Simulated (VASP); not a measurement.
# Ti (Im-3m) in VASP: further runs

Ti is run at these levels: PBEsol; tasks: relaxation of cell and atoms.

All numbers are computed with VASP 6.6.1; they aren't measurements. Logs are shortened: lines on timing, memory, paths and dates and some standing lists are left out, and cuts for length are marked.

**1. The cell of the first run**

The structure is cubic, space group Im-3m (No. 229). Conventional cell: a = 3.113 Å, b = 3.113 Å, c = 3.113 Å, α = 90.00°, β = 90.00°, γ = 90.00°. Ti (site symmetry m-3m) has 14 Ti at 2.70 to 3.11 Å within 3.6 Å.

**2. Relaxation of cell and atoms, PBEsol, target pressure 12 GPa, at which the enthalpy is minimised**

INCAR

```
SYSTEM = Ti
PREC = Accurate ; ENCUT = 600
EDIFF = 1E-6 ; ISMEAR = 0
SIGMA = 0.1 ; LREAL = .False.
LASPH = .True. ; NELM = 80
ALGO = Normal ; ISIF = 3
LWAVE = .False. ; LCHARG = .False.
GGA = PS ; IBRION = 2
NSW = 70 ; EDIFFG = -0.008
PSTRESS = 120.0
```

KPOINTS

```
regular mesh
0
Gamma
  18 18 18
  0 0 0
```

POSCAR

```
Ti
1.0
   -1.5566803729      1.5566803729      1.5566803729
    1.5566803729     -1.5566803729      1.5566803729
    1.5566803729      1.5566803729     -1.5566803729
Ti
1
Direct
    0.0000000000      0.0000000000      0.0000000000
```

Potentials or basis: VASP PAW PBE potentials, release 64 (Ti_sv).

On the command line:

```console
cat potpaw_PBE.64/Ti_sv/POTCAR > POTCAR
mpirun -np 1 vasp_std > vasp.out
```

OUTCAR:

```text
SYSTEM = Ti
   PREC = Accurate
   ENCUT = 600
   EDIFF = 1E-6
   ISMEAR = 0
   LREAL = .False.
   LASPH = .True.
   NELM = 80
   ISIF = 3
   GGA = PS
   IBRION = 2
   NSW = 70
   EDIFFG = -0.008
   PSTRESS = 120.0

 ion  position               nearest neighbor table
   1  0.000  0.000  0.000-

  LATTYP: Found a body centered cubic cell.
 ALAT       =     3.1133607458

  Lattice vectors:

 A1 = (  -1.5566803729,   1.5566803729,   1.5566803729)
 A2 = (   1.5566803729,  -1.5566803729,   1.5566803729)
 A3 = (   1.5566803729,   1.5566803729,  -1.5566803729)

Analysis of symmetry for initial positions (statically):
=====================================================================
 Subroutine PRICEL returns:
 Original cell was already a primitive cell.

 Routine SETGRP: Setting up the symmetry group for a
 body centered cubic supercell.

 Subroutine GETGRP returns: Found 48 space group operations
 (whereof 48 operations were pure point group operations)
 out of a pool of 48 trial point group operations.

The static configuration has the point symmetry O_h .

Analysis of symmetry for dynamics (positions and initial velocities):
=====================================================================
 Subroutine PRICEL returns:
 Original cell was already a primitive cell.

 Routine SETGRP: Setting up the symmetry group for a
 body centered cubic supercell.

 Subroutine GETGRP returns: Found 48 space group operations
 (whereof 48 operations were pure point group operations)
 out of a pool of 48 trial point group operations.

The dynamic configuration has the point symmetry O_h .

 Subroutine INISYM returns: Found 48 space group operations
 (whereof 48 operations are pure point group operations),
 and found     1 'primitive' translations

----------------------------------------------------------------------------------------

                                     Primitive cell

  volume of cell :      15.0889

  direct lattice vectors                    reciprocal lattice vectors
    -1.556680373  1.556680373  1.556680373     0.000000000  0.321196315  0.321196315
     1.556680373 -1.556680373  1.556680373     0.321196315  0.000000000  0.321196315
     1.556680373  1.556680373 -1.556680373     0.321196315  0.321196315  0.000000000

  length of vectors
     2.696249497  2.696249497  2.696249497     0.454240185  0.454240185  0.454240185

  position of ions in fractional coordinates (direct lattice)
     0.000000000  0.000000000  0.000000000

  ion indices of the primitive-cell ions
   primitive index   ion index
                 1           1

----------------------------------------------------------------------------------------

 KPOINTS: regular mesh

Automatic generation of k-mesh.
 Grid dimensions read from file:
 generate k-points for:   18   18   18

 Generating k-lattice:

  Cartesian coordinates                     Fractional coordinates (reciprocal lattice)
     0.000000000  0.017844240  0.017844240     0.055555556  0.000000000  0.000000000
     0.017844240  0.000000000  0.017844240     0.000000000  0.055555556  0.000000000
     0.017844240  0.017844240  0.000000000     0.000000000  0.000000000  0.055555556

  Length of vectors
     0.025235566  0.025235566  0.025235566

  Shift w.r.t. Gamma in fractional coordinates (k-lattice)
     0.000000000  0.000000000  0.000000000

 Subroutine IBZKPT returns following result:
 ===========================================

 Found    195 irreducible k-points:

 Following reciprocal coordinates:
            Coordinates               Weight
  0.000000  0.000000  0.000000      1.000000
  0.055556  0.000000  0.000000     12.000000
  0.111111  0.000000  0.000000     12.000000
  0.166667  0.000000  0.000000     12.000000
  0.222222  0.000000  0.000000     12.000000
  0.277778  0.000000  0.000000     12.000000
[... 16 lines left out ...]
  0.333333  0.111111 -0.000000     48.000000
  0.388889  0.111111  0.000000     48.000000
 [... further k-points ...]
   k-points           NKPTS =    195   k-points in BZ     NKDIM =    195   number of bands    NBANDS=     10
   number of dos      NEDOS =    301   number of ions     NIONS =      1
   total plane-waves  NPLWV =  13824
   dimension x,y,z NGX =    24 NGY =   24 NGZ =   24
   dimension x,y,z NGXF=    48 NGYF=   48 NGZF=   48
   ions per type =               1
   NGX,Y,Z   is equivalent  to a cutoff of  14.80, 14.80, 14.80 a.u.
   NGXF,Y,Z  is equivalent  to a cutoff of  29.60, 29.60, 29.60 a.u.
 SYSTEM =  Ti
   PREC   = accura    normal or accurate (medium, high low for compatibility)
   ISTART =      0    job   : 0-new  1-cont  2-samecut
   ICHARG =      2    charge: 1-file 2-atom 10-const
   ISPIN  =      1    spin polarized calculation?
   LNONCOLLINEAR =      F non collinear calculations
   LSORBIT =      F    spin-orbit coupling
   LASPH  =      T    aspherical Exc in radial PAW
   ENCUT  =  600.0 eV  44.10 Ry    6.64 a.u.   5.39  5.39  5.39*2*pi/ulx,y,z
   NELM   =     80;   NELMIN=  2; NELMDL= -5     # of ELM steps
   EDIFF  = 0.1E-05   stopping-criterion for ELM
   LREAL  =      F    real-space projection
   EDIFFG = -.8E-02   stopping-criterion for IOM
   NSW    =     70    number of steps for IOM
   IBRION =      2    ionic relax: 0-MD 1-quasi-New 2-CG
   NFREE  =      1    steps in history (QN), initial steepest desc. (CG)
   ISIF   =      3    stress and relaxation
   ISYM   =      2    0-nonsym 1-usesym 2-fastsym
   POTIM  = 0.5000    time-step for ionic-motion
   TEBEG  =    0.0;   TEEND  =   0.0 temperature during run
   PSTRESS=  120.0 pullay stress
   NELECT =      12.0000    total number of electrons
   NUPDOWN=      -1.0000    fix difference up-down
   EMIN   =  10.00;   EMAX   =-10.00  energy-range for DOS
   EFERMI =   0.00;   METHOD = LEGACY
   ISMEAR =     0;   SIGMA  =   0.10  broadening in eV -4-tet -1-fermi 0-gaus
   EFERMI_NEDOS =   21; number of points for ismear=-14 and -15
   IALGO  =     38    algorithm
   IMIX   =      4    mixing-type and parameters
     AMIX     =   0.40;   BMIX     =  1.00
     AMIX_MAG =   1.60;   BMIX_MAG =  1.00
  volume/ion in A,a.u.               =      15.09       101.83
  Fermi-wavevector in a.u.,A,eV,Ry     =   1.516756  2.866254 31.300877  2.300550
  Thomas-Fermi vector in A             =   2.626103
   LORBIT       =      0    0 simple, 1 ext, 2 COOP (PROOUT), +10 PAW based schemes
   GGA     = PS    functional components
   LHFCALC =     F    Hartree Fock is set to
   AEXX    =    0.0000 exact exchange contribution
   IVDW    =     0    specifies the selected vdW correction
   LEPSILON=     F    determine dielectric tensor
   LRPA    =     F    only Hartree local field effects (RPA)
 conjugate gradient relaxation of ions
 non-spin polarized calculation
 Gauss-broadening in eV      SIGMA  =   0.10
  energy-cutoff  :      600.00
  volume of cell :       15.09
 maximum number of plane-waves:       531
 NGX is ok and might be reduce to    24
   NGX = 11   NGY = 11   NGZ = 11

--------------------------------------- Ionic step        1  -------------------------------------------

 number of electron      11.9999998 magnetization

 Free energy of the ion-electron system (eV)
  ---------------------------------------------------
  ext. energy  EPLUGINS =         0.00000000
  ---------------------------------------------------
  free energy    TOTEN  =        -8.19235985 eV

  energy without entropy =       -8.18230502  energy(sigma->0) =       -8.18733244

------------------------ aborting loop because EDIFF is reached ----------------------------------------

  FORCE on cell =-STRESS in cart. coord.  units (eV):
  Direction    XX          YY          ZZ          XY          YZ          ZX
  --------------------------------------------------------------------------------------
  -------------------------------------------------------------------------------------
  Total        1.0888886      1.0888886      1.0888886      0.0000000     -0.0000000      0.0000000
  in kB      115.6207213    115.6207213    115.6207213      0.0000000     -0.0000000      0.0000000
  external PRESSURE =      -4.3792787 kB  Pullay stress =     120.0000000 kB
[... 59 lines left out ...]
  enthalpy is  TOTEN    =        -7.0622447357 eV   P V=        1.1233992015

--------------------------------------- Ionic step        3  -------------------------------------------

 number of electron      11.9999998 magnetization

 Free energy of the ion-electron system (eV)
  ---------------------------------------------------
  ext. energy  EPLUGINS =         0.00000000
  ---------------------------------------------------
  free energy    TOTEN  =        -8.18877044 eV

  energy without entropy =       -8.17877969  energy(sigma->0) =       -8.18377507

 E-fermi :   9.5291     XC(G=0): -12.3356

 val. band max:        9.5288274444   @ k =   0.2222   0.1111  -0.0000
 cond. band min:       9.5429395010   @ k =   0.2222   0.2222   0.0000
 fundamental gap:      0.0141120566
 Fermi energy:         9.5291345881

 k-point     1 :       0.0000    0.0000    0.0000
  band No.  band energies     occupation
      1     -46.5029      2.00000
      2     -22.2373      2.00000
      3     -22.2373      2.00000
      4     -22.2373      2.00000
      5       3.3065      2.00000
      6      10.6354      0.00000
      7      10.6354      0.00000
      8      10.6354      0.00000
      9      12.7470      0.00000
     10      12.7470      0.00000
[... 287 lines left out ...]
 k-point    24 :       0.3889    0.1111    0.0000
  band No.  band energies     occupation
      1     -46.2655      2.00000
      2     -23.2437      2.00000
      3     -22.5962      2.00000
      4     -22.2930      2.00000
      5       6.9904      2.00000
      6       9.0218      2.00000
      7      10.3908      0.00000
      8      12.6781      0.00000
      9      13.3586      0.00000
     10      15.0500      0.00000

 [... further k-points ...]

------------------------ aborting loop because EDIFF is reached ----------------------------------------

  FORCE on cell =-STRESS in cart. coord.  units (eV):
  Direction    XX          YY          ZZ          XY          YZ          ZX
  --------------------------------------------------------------------------------------
  -------------------------------------------------------------------------------------
  Total        1.1292150      1.1292150      1.1292150     -0.0000000     -0.0000000      0.0000000
  in kB      120.2922178    120.2922178    120.2922178     -0.0000000     -0.0000000      0.0000000
  external PRESSURE =       0.2922178 kB  Pullay stress =     120.0000000 kB
[... 16 lines left out ...]
  FREE ENERGIE OF THE ION-ELECTRON SYSTEM (eV)
  ---------------------------------------------------
  free  energy   TOTEN  =        -8.1887704405 eV

  energy  without entropy=       -8.1787796916  energy(sigma->0) =       -8.18377507

  enthalpy is  TOTEN    =        -7.0622985751 eV   P V=        1.1264718654

 reached required accuracy - stopping structural energy minimisation
```

It took 57 s on 1 thread of Intel Xeon Platinum 8259CL at 2.50GHz (Skylake/Cascade Lake), shared host; peak memory 0.18 GiB.

What came out:

```yaml
Free_energy: -8.1888 eV
Relaxed_volume: 15.04 Å³/atom
Relaxed_cell: a = 2.693 Å, b = 2.693 Å, c = 2.693 Å, α = 109.47°, β = 109.47°, γ = 109.47°
Space_group_after_relaxing_to_0.05_Å: Im-3m (No. 229)
Energy_change_on_relaxing_the_enthalpy_is_what_falls: +3.6 meV/atom
Ionic_steps: 3
Pressure_after_relaxing: 12.0 GPa
Band_gap_on_the_k_mesh: zero (band 6 reaches 10.64 eV, above the bottom of band 7 at 8.88 eV)
```

Step by step:
| step | energy change (eV) | largest force (eV/Å) | pressure (GPa) | volume (Å³) |
| --- | --- | --- | --- | --- |
| 1 | 0.0000 | 0.0000 | 11.56 | 15.09 |
| 2 | 0.0067 | 0.0000 | 12.41 | 15.00 |
| 3 | 0.0036 | 0.0000 | 12.03 | 15.04 |

Final structure:
```
Ti
1.0
    -1.55500    1.55500    1.55500
     1.55500   -1.55500    1.55500
     1.55500    1.55500   -1.55500
Ti
1
Direct
  0.00000 0.00000 0.00000
```

Caveat: the cell is relaxed towards a set pressure, so the enthalpy falls and the energy may rise; the PAW data sets were made with another functional, which shifts forces and pressure a little.

**3. Relaxation of cell and atoms, PBEsol, target pressure 90 GPa, at which the enthalpy is minimised**

This run uses another cell than the first one, of 11.47 Å³/atom, 0.760 times its volume.

INCAR

```
PREC     = Accurate       # precision mode
ENCUT    = 600            # plane-wave cutoff, eV
EDIFF    = 1E-6           # SCF threshold, eV
ISMEAR   = 0              # smearing method
SIGMA    = 0.1            # smearing width, eV
LREAL    = F              # projectors in reciprocal space
LASPH    = T              # aspherical terms in the spheres
NELM     = 60             # most SCF steps
ALGO     = Fast           # electronic algorithm
ISIF     = 3              # what is computed and relaxed
LWAVE    = F              # write WAVECAR
LCHARG   = F              # write CHGCAR
GGA      = PS             # functional
IBRION   = 2              # ionic algorithm
NSW      = 70             # ionic steps
EDIFFG   = -0.008         # ionic threshold
PSTRESS  = 900.0
```

KPOINTS

```
regular mesh
0
Gamma
  20 20 20
```

POSCAR

```
Ti
1.0
   -1.4206423082      1.4206423082      1.4206423082
    1.4206423082     -1.4206423082      1.4206423082
    1.4206423082      1.4206423082     -1.4206423082
Ti
1
Direct
    0.0000000000      0.0000000000      0.0000000000
```

Potentials or basis: VASP PAW PBE potentials, release 64 (Ti_sv).

On the command line:

```console
cat potpaw_PBE.64/Ti_sv/POTCAR > POTCAR
mpirun -np 1 vasp_std > vasp.out
```

Wall time 7.9 min (1 thread of Intel Xeon Platinum 8259CL at 2.50GHz (Skylake/Cascade Lake), shared host); peak memory 0.19 GiB.

Results (log left out):

```yaml
Free_energy: -7.0202 eV
Relaxed_volume: 10.76 Å³/atom
Relaxed_cell: a = 2.409 Å, b = 2.409 Å, c = 2.409 Å, α = 109.47°, β = 109.47°, γ = 109.47°
Space_group_after_relaxing_to_0.05_Å: Im-3m (No. 229)
Energy_change_on_relaxing_the_enthalpy_is_what_falls: +350.1 meV/atom
Ionic_steps: 13
Pressure_after_relaxing: 90.1 GPa
Band_gap_on_the_k_mesh: zero (band 6 reaches 15.17 eV, above the bottom of band 7 at 12.93 eV)
```

The path:
| step | energy change (eV) | largest force (eV/Å) | pressure (GPa) | volume (Å³) |
| --- | --- | --- | --- | --- |
| 1 | 0.0000 | 0.0000 | 69.56 | 11.47 |
| 2 | 1.5170 | 0.0000 | 153.40 | 9.21 |
| 3 | 0.3166 | 0.0000 | 87.52 | 10.83 |
| 4 | 0.3560 | 0.0000 | 90.40 | 10.75 |
| 5 | 0.3481 | 0.0000 | 90.29 | 10.77 |
| 6 | 0.3284 | 0.0000 | 89.06 | 10.80 |
| 7 | 0.3404 | 0.0000 | 88.79 | 10.78 |
| 8 | 0.3438 | 0.0000 | 89.30 | 10.77 |
| 9 | 0.3485 | 0.0000 | 89.75 | 10.77 |
| 10 | 0.3580 | 0.0000 | 90.23 | 10.75 |
| 11 | 0.3535 | 0.0000 | 90.29 | 10.76 |
| 12 | 0.3509 | 0.0000 | 90.12 | 10.76 |
| 13 | 0.3501 | 0.0000 | 90.09 | 10.76 |

Final structure:
```yaml
crystal:
  lattice:
    - [-1.39086, 1.39086, 1.39086]
    - [1.39086, -1.39086, 1.39086]
    - [1.39086, 1.39086, -1.39086]
  atoms:
    - { symbol: Ti, position: [0.00000, 0.00000, 0.00000] }
```

Levels at points of the mesh, in eV from the Fermi level:
```csv
k point,band 4,band 5,band 6,band 7,band 8,band 9
"(0.00, 0.00, 0.00)",-30.57,-6.36,1.19,1.19,1.19,4.27
"(0.50, 0.00, 0.00)",-30.62,-4.03,-1.37,3.91,4.48,5.06
"(0.50, 0.50, 0.50)",-32.36,-4.48,-4.48,6.69,6.69,6.69
```

Caveat: the cell is relaxed towards a set pressure, so the enthalpy falls and the energy may rise; the PAW data sets were made with another functional, which shifts forces and pressure a little.

**4. Relaxation of cell and atoms, PBEsol, target pressure 4 GPa, at which the enthalpy is minimised**

This run uses another cell than the first one, of 16.00 Å³/atom, 1.060 times its volume.

INCAR

```
SYSTEM = Ti
PREC = Accurate
ENCUT = 600
EDIFF = 1E-6
ISMEAR = 0
SIGMA = 0.1
LREAL = .False.
LASPH = .True.
NELM = 100
ALGO = Fast
ISIF = 3
LWAVE = .False.
LCHARG = .False.
GGA = PS
IBRION = 2
NSW = 70
EDIFFG = -0.008
PSTRESS = 40.0
```

KPOINTS

```
regular mesh
0
Gamma
  18 18 18
  0 0 0
```

POSCAR

```
Ti
1.0
   -1.5872602996      1.5872602996      1.5872602996
    1.5872602996     -1.5872602996      1.5872602996
    1.5872602996      1.5872602996     -1.5872602996
Ti
1
Direct
    0.0000000000      0.0000000000      0.0000000000
```

On the command line:

```console
cat potpaw_PBE.64/Ti_sv/POTCAR > POTCAR
mpirun -np 1 vasp_std > vasp.out
```

It took 9.7 min on 1 thread of Intel Xeon Platinum 8259CL at 2.50GHz (Skylake/Cascade Lake), shared host; peak memory 0.2 GiB.

It converged, with:

```
Free energy                                            : -8.2349 eV
Relaxed volume                                         : 15.99 Å³/atom
Relaxed cell                                           : a = 2.749 Å, b = 2.749 Å, c = 2.749 Å, α = 109.47°, β = 109.47°, γ = 109.47°
Space group after relaxing (to 0.05 Å)                 : Im-3m (No. 229)
Energy change on relaxing (the enthalpy is what falls) : +0.1 meV/atom
Ionic steps                                            : 16
Pressure after relaxing                                : 4.0 GPa
Band gap on the k mesh                                 : zero (band 6 reaches 9.89 eV, above the bottom of band 7 at 8.25 eV)
```

The path:
| step | energy change (eV) | largest force (eV/Å) | pressure (GPa) | volume (Å³) |
| --- | --- | --- | --- | --- |
| 1 | 0.0000 | 0.0000 | 3.62 | 16.00 |
| 2 | 0.0022 | 0.0000 | 3.80 | 15.91 |
| 3 | 0.0051 | 0.0000 | 4.68 | 15.81 |
| 4 | 0.0028 | 0.0000 | 4.83 | 15.89 |
| 5 | 0.0023 | 0.0000 | 4.44 | 15.90 |
| 6 | 0.0022 | 0.0000 | 4.37 | 15.91 |
| 7 | 0.0001 | 0.0000 | 4.14 | 15.99 |
| 8 | -0.0011 | 0.0000 | 3.33 | 16.05 |
| 9 | -0.0002 | 0.0000 | 3.34 | 16.00 |
| 10 | 0.0000 | 0.0000 | 3.60 | 15.99 |
| 11 | 0.0020 | 0.0000 | 3.78 | 15.91 |
| 12 | 0.0048 | 0.0000 | 5.08 | 15.82 |
| 13 | 0.0024 | 0.0000 | 4.37 | 15.90 |
| 14 | 0.0022 | 0.0000 | 4.44 | 15.91 |
| 15 | 0.0021 | 0.0000 | 4.41 | 15.91 |
| 16 | 0.0001 | 0.0000 | 4.00 | 15.99 |

Final structure:
```xyz
1
Lattice="-1.5871 1.5871 1.5871 1.5871 -1.5871 1.5871 1.5871 1.5871 -1.5871" Properties=species:S:1:pos:R:3 pbc="T T T"
Ti    0.0000    0.0000    0.0000
```

Levels at points of the mesh, in eV from the Fermi level:
```
           k point  band 2  band 3  band 4  band 5  band 6  band 7  band 8  band 9  band 10
(0.00, 0.00, 0.00)  -31.98  -31.98  -31.98   -6.12    1.06    1.06    1.06    3.02     3.02
(0.50, 0.00, 0.00)  -32.87  -32.25  -31.99   -2.67   -0.49    1.43    3.02    3.41     4.76
(0.50, 0.50, 0.50)  -32.58  -32.58  -32.58   -2.40   -2.40    4.36    4.36    4.36     9.06
```

Caveat: the cell is relaxed towards a set pressure, so the enthalpy falls and the energy may rise; the PAW data sets were made with another functional, which shifts forces and pressure a little.

(Part 1 of 2 ends here.)
